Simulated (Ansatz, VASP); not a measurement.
## One calculation of CdI2, two programs

```xyz
3
Lattice="4.2470 0.0000 0.0000 -2.1235 3.6780 0.0000 0.0000 0.0000 6.8950" Properties=species:S:1:pos:R:3 pbc="T T T"
Cd    0.0000    0.0000    0.0000
I     0.0000    2.4520    1.7196
I     2.1235    1.2260    5.1755
```

Alike in both runs: task single point; functional HSE06; k mesh 6 × 6 × 4; no spin polarisation.

```csv
,VASP,Ansatz
version,VASP 6.6.1,Ansatz 0.2.0
potentials or method,"VASP PAW PBE potentials, release 64 (Cd, I)","plane waves, PAW"
plane-wave cutoff (eV),400,420
occupations,"gaussian, width 0.01 eV",fixed
valence electrons in the cell,26,54
```

|  | VASP | Ansatz | Ansatz less VASP |
| --- | --- | --- | --- |
| gap on the k mesh at the Fermi level (eV) | 3.34 | 3.34 | +0.001 |
| pressure (GPa) | 0.6 | 0.8 | +0.17 |
| traceless stress, the component that is largest in VASP (GPa) | -0.08 | -0.07 | +0.008 |
| rms of the force components (eV/Å) | 0.030 | 0.037 | +0.0071 |

Atom by atom the forces differ by 0.007 eV/Å (rms over components). VASP's potentials hold 26 valence electrons a cell and Ansatz's 54, so a difference there can come from the potentials and not from the codes. Ansatz's warnings: stress exchange threshold loose, stress scf threshold loose.

Spin-orbit coupling is off throughout.
